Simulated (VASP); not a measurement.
Crystal: PbS.

```
Pb S
1.0
     3.60428    0.00000    0.00000
     0.00000    3.60428    0.00000
     0.00000    0.00000    3.60428
Pb S
1 1
Direct
  0.00000 0.00000 0.00000
  0.50000 0.50000 0.50000
```

Base run:

| Item | Value |
| --- | --- |
| Program | VASP 6.6.1 |
| Functional | r2SCAN |
| Potentials or basis | VASP PAW PBE potentials, release 64 (Pb_d, S) |
| Cutoff | 550 eV |
| k mesh | 7 × 7 × 7 |
| Occupations | fermi-dirac, width 0.05 eV |
| Spin | no spin polarisation |

Its results: band gap on the k mesh 0.21 eV, indirect (least direct gap 1.69 eV); pressure 1.9 GPa.

Q: The run is repeated on the same cell with these changes: functional from r2SCAN to PBEsol; cutoff from 550 eV to 520 eV. What comes out?

A: Band gap on the k mesh zero (band 10 reaches 6.34 eV, above the bottom of band 11 at 6.27 eV); pressure -1.6 GPa.

r2SCAN gives the wider gap, since meta-GGAs in the generalised Kohn-Sham scheme recover part of the derivative discontinuity.

Caveats: the PAW data sets were made with another functional, which shifts forces and pressure a little; spin-orbit coupling is left out, which moves the levels of the heavy elements.

A k mesh can miss the band edges.
